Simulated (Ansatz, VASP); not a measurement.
# Two plane-wave programs on GaAs

```
CELL_PARAMETERS angstrom
0.00000 2.50942 2.50942
2.50942 0.00000 2.50942
2.50942 2.50942 0.00000
ATOMIC_POSITIONS crystal
Ga 0.00000 0.00000 0.00000
As 0.50000 0.50000 0.50000
```

Alike in both runs: task relaxation of cell and atoms; functional PBE; k mesh 14 × 14 × 14; occupations fermi-dirac, width 0.05 eV; no spin polarisation.

|  | VASP | Ansatz |
| --- | --- | --- |
| version | VASP 6.6.1 | Ansatz 0.2.0 |
| potentials or method | VASP PAW PBE potentials, release 64 (Ga_d, As) | PAW with Ansatz's default frozen-core files, scalar-relativistic |
| plane-wave cutoff (eV) | 600 | 420 |
| valence electrons in the cell | 18 | 28 |

```tsv
	VASP	Ansatz	Ansatz less VASP
relaxed volume (Å³/atom)	19.65	19.59	-0.055
relaxed cell length with the largest relative difference (Å)	3.816	3.812	-0.0036
```

VASP's potentials hold 18 valence electrons a cell and Ansatz's 28, so a difference there can come from the potentials and not from the codes.

Noted on VASP's run: the volume moved by over 15 % at a fixed basis, so the end points are rough.
